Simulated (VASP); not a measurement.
Set up this calculation in VASP 6.6.1, as the native input.

- Task: single point
- Functional: LDA
- Potentials or basis: VASP PAW LDA potentials, release 64 (Ni)
- Cutoff: 520 eV
- k mesh: 22 × 22 × 22
- Occupations: fermi-dirac, width 0.1 eV
- Spin: collinear spin, ferromagnetic start
- Starting moments: [1.0] μB
- Dipole correction: no
- Further INCAR settings: ALGO = Normal; EDIFF = 1e-06; NBANDS = 15

The structure of Ni lies in POSCAR:

```
Ni
1.0
   -1.2001371842      1.2001371842      1.2001371842
    1.2001371842     -1.2001371842      1.2001371842
    1.2001371842      1.2001371842     -1.2001371842
Ni
1
Direct
    0.0000000000      0.0000000000      0.0000000000
```

One way to write it, as run:

INCAR

```
SYSTEM = Ni
PREC = Accurate
ENCUT = 520
EDIFF = 1E-6
ISMEAR = -1
SIGMA = 0.1
LREAL = .FALSE.
LASPH = .TRUE.
NELM = 150
ALGO = Normal
ISIF = 2
LWAVE = .FALSE.
LCHARG = .FALSE.
ISPIN = 2
MAGMOM = 1
LORBIT = 11
LMAXMIX = 4
GGA = CA
NBANDS = 15
```

KPOINTS

```
regular mesh
0
G
  22 22 22
  0 0 0
```

Potentials or basis: VASP PAW LDA potentials, release 64 (Ni).

The run is started by

```bash
$ cat potpaw_LDA.64/Ni/POTCAR > POTCAR
$ mpirun -np 1 vasp_std > vasp.out
```

Results of the run:

| Property | Result |
| --- | --- |
| Pressure | 230.2 GPa |
| Band gap on the k mesh | zero (filled and empty bands overlap) |
| Net moment | 0.00 μB per cell |

It took 30 s on 1 thread of Intel(R) Xeon(R) Platinum 8488C (Sapphire Rapids), on a shared host, peak memory 0.16 GiB.
